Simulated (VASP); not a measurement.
Wanted: the native input for a VASP 6.6.1 run.

```
Task                   : single point
Functional             : PBE
Potentials or basis    : VASP PAW PBE potentials, release 64 (Al, Cd, Si)
Cutoff                 : 520 eV
k mesh                 : 9 × 9 × 6
Occupations            : gaussian, width 0.1 eV
Spin                   : no spin polarisation
Dipole correction      : no
Further INCAR settings : ALGO = Normal; EDIFF = 1e-07; NBANDS = 21
```

The structure of Al2CdSi2 lies in POSCAR:

```
Al2CdSi2
1.0
    4.7085948481      0.0000000000      0.0000000000
   -2.3542974240      4.0777627546      0.0000000000
    0.0000000000      0.0000000000      8.0809631266
Al Cd Si
2 1 2
Direct
    0.0000000000      0.0000000000      0.6668879659
    0.0000000000      0.0000000000      0.3331120341
    0.0000000000      0.0000000000      0.0000000000
    0.3333333333      0.6666666667      0.0000000000
    0.6666666667      0.3333333333      0.0000000000
```

The input as run:

INCAR

```
PREC = Accurate ; ENCUT = 520
EDIFF = 1E-7 ; ISMEAR = 0
SIGMA = 0.1 ; LREAL = F
LASPH = T ; NELM = 100
ALGO = Normal ; ISIF = 2
LWAVE = F ; LCHARG = F
GGA = PE ; NBANDS = 21
```

KPOINTS

```
regular mesh
0
Gamma
  9 9 6
```

Potentials or basis: VASP PAW PBE potentials, release 64 (Al, Cd, Si).

Command:

```console
$ cat potpaw_PBE.64/Al/POTCAR potpaw_PBE.64/Cd/POTCAR potpaw_PBE.64/Si/POTCAR > POTCAR
$ mpirun -np 1 vasp_std > vasp.out
```

Results of the run:

| Item | Value |
| --- | --- |
| Pressure | 0.1 GPa |
| Largest force | 0.005 eV/Å |
| Band gap on the k mesh | zero (band 13 reaches 2.71 eV, above the bottom of band 14 at 1.48 eV) |

Wall time 59 s on 1 thread of Intel(R) Xeon(R) 6975P-C (Granite Rapids) (shared host), peak memory 0.36 GiB.
